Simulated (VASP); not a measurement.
Mg4TiN:

```
Mg Ti N
1.0
     0.00000    4.33692    4.33692
     4.33692    0.00000    4.33692
     4.33692    4.33692    0.00000
Mg Ti N
4 1 1
Direct
  0.62084 0.13749 0.62084
  0.62084 0.62084 0.62084
  0.13749 0.62084 0.62084
  0.62084 0.62084 0.13749
  0.25000 0.25000 0.25000
  0.75000 0.75000 0.75000
```

The cell was generated, and may not be a known phase.

```yaml
Program: VASP 6.6.1
Task: relaxation of cell and atoms
Functional: PBE
Potentials_or_basis: VASP PAW PBE potentials, release 64 (Mg, Ti_sv, N)
Cutoff: 600 eV
k_mesh: 8 × 8 × 8
Occupations: gaussian, width 0.1 eV
Spin: collinear spin
Starting_moments: "[0.0, 0.0, 0.0, 0.0, 2.51, 0.17] μB"
```

At the start: pressure -0.3 GPa; volume 27.19 Å³/atom.

Problem. How do energy, volume and symmetry change on relaxing?

Solution. Over 4 steps the energy falls by 2.0 meV/atom and the volume is 26.71 Å³/atom (-1.8 %); space group F-43m (No. 216, to 0.1 Å) before and after; moment 0.05 μB per cell.

Step by step:
```tsv
step	energy change (eV)	largest force (eV/Å)	pressure (GPa)	volume (Å³)
1	0.0000	0.2675	-0.27	163.14
2	-0.0102	0.0526	-0.28	162.05
3	-0.0111	0.0382	-0.27	161.60
4	-0.0121	0.0013	0.04	160.26
```

Final structure:
```
CELL_PARAMETERS angstrom
0.00000 4.31123 4.31123
4.31123 0.00000 4.31123
4.31123 4.31123 0.00000
ATOMIC_POSITIONS crystal
Mg 0.61962 0.14115 0.61962
Mg 0.61962 0.61962 0.61962
Mg 0.14115 0.61962 0.61962
Mg 0.61962 0.61962 0.14115
Ti 0.25000 0.25000 0.25000
N 0.75000 0.75000 0.75000
```
